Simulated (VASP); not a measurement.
A run of VASP 6.6.1 is set up as follows.

Contents of POSCAR:

```
ZrH
1.0
    3.0841277949      0.0000000000      0.0000000000
    0.0000000000      3.0841277949      0.0000000000
    0.0000000000      0.0000000000      4.8478904502
Zr H
2 2
Direct
    0.0000000000      0.5000000000      0.0000000000
    0.5000000000      0.0000000000      0.5000000000
    0.0000000000      0.0000000000      0.7500000000
    0.0000000000      0.0000000000      0.2500000000
```

INCAR.step1

```
PREC = Accurate
ENCUT = 520
ISMEAR = 0
SIGMA = 0.1
LREAL = F
LASPH = T
NELM = 80
NBANDS = 21
GGA = PE
ALGO = Normal
EDIFF = 1E-4
LWAVE = T
LCHARG = F
```

File INCAR.step2:

```
PREC = Accurate
ENCUT = 520
EDIFF = 1E-6
ISMEAR = 0
SIGMA = 0.1
LREAL = F
LASPH = T
NELM = 80
ALGO = Normal
ISIF = 2
LWAVE = F
LCHARG = F
METAGGA = R2SCAN
LMIXTAU = T
NBANDS = 21
ISTART = 1
```

KPOINTS

```
Automatic mesh
0
Gamma
  14 14 8
```

Potentials or basis: VASP PAW PBE potentials, release 64 (Zr_sv, H).

Command:

```bash
$ cat potpaw_PBE.64/Zr_sv/POTCAR potpaw_PBE.64/H/POTCAR > POTCAR
$ cp INCAR.step1 INCAR
$ mpirun -np 1 vasp_std > vasp.out
$ cp INCAR.step2 INCAR
$ mpirun -np 1 vasp_std > vasp.out
```

(1) What does it give for the pressure?

(2) Estimate the band gap on the k mesh.

Answers

(1) 19.0 GPa.

(2) zero (bands 13 and 14 overlap by 1.12 eV).

Caveat: the cell stands under pressure; the PAW data sets were made with another functional, which shifts forces and pressure a little.
